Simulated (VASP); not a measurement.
Input of a VASP 6.6.1 run:

Contents of INCAR:

```
SYSTEM = Al2O3
PREC = Accurate
ENCUT = 520
EDIFF = 1E-6
ISMEAR = 0
SIGMA = 0.05
LREAL = .FALSE.
LASPH = .TRUE.
NELM = 80
ALGO = Normal
ISIF = 2
LWAVE = .FALSE.
LCHARG = .FALSE.
GGA = PE
NBANDS = 35
```

Contents of KPOINTS:

```
Automatic mesh
0
G
  6 6 6
  0 0 0
```

POSCAR

```
Al2O3
1.0
    2.5540590217      1.4745866637      4.2886056386
   -2.5540590217      1.4745866637      4.2886056386
    0.0000000000     -2.9491733274      4.2886056386
Al O
4 6
Direct
    0.8521293568      0.8521293568      0.8521293568
    0.6478706432      0.6478706432      0.6478706432
    0.1478706432      0.1478706432      0.1478706432
    0.3521293568      0.3521293568      0.3521293568
    0.0561574040      0.4438425960      0.7500000000
    0.7500000000      0.0561574040      0.4438425960
    0.4438425960      0.7500000000      0.0561574040
    0.9438425960      0.5561574040      0.2500000000
    0.2500000000      0.9438425960      0.5561574040
    0.5561574040      0.2500000000      0.9438425960
```

Potentials or basis: VASP PAW PBE potentials, release 64 (Al, O).

Command:

```console
$ cat potpaw_PBE.64/Al/POTCAR potpaw_PBE.64/O/POTCAR > POTCAR
$ mpirun -np 1 vasp_std > vasp.out
```

Question: Predict the band gap on the k mesh.

Answer: 4.06 eV.

Question: Predict the largest force.

Answer: 0.464 eV/Å.

Question: Predict the pressure.

Answer: -19.4 GPa.

Forces on the atoms (eV/Å):
```
Al   0.000  0.000  0.464
Al   0.000  0.000 -0.464
Al   0.000  0.000 -0.464
Al   0.000  0.000  0.464
O   -0.289  0.000  0.000
O    0.144 -0.250  0.000
O    0.144  0.250  0.000
O    0.289  0.000  0.000
O   -0.144  0.250  0.000
O   -0.144 -0.250  0.000
```

Caveat: the cell stands under tension. As with any semilocal functional, this PBE gap is likely too small.
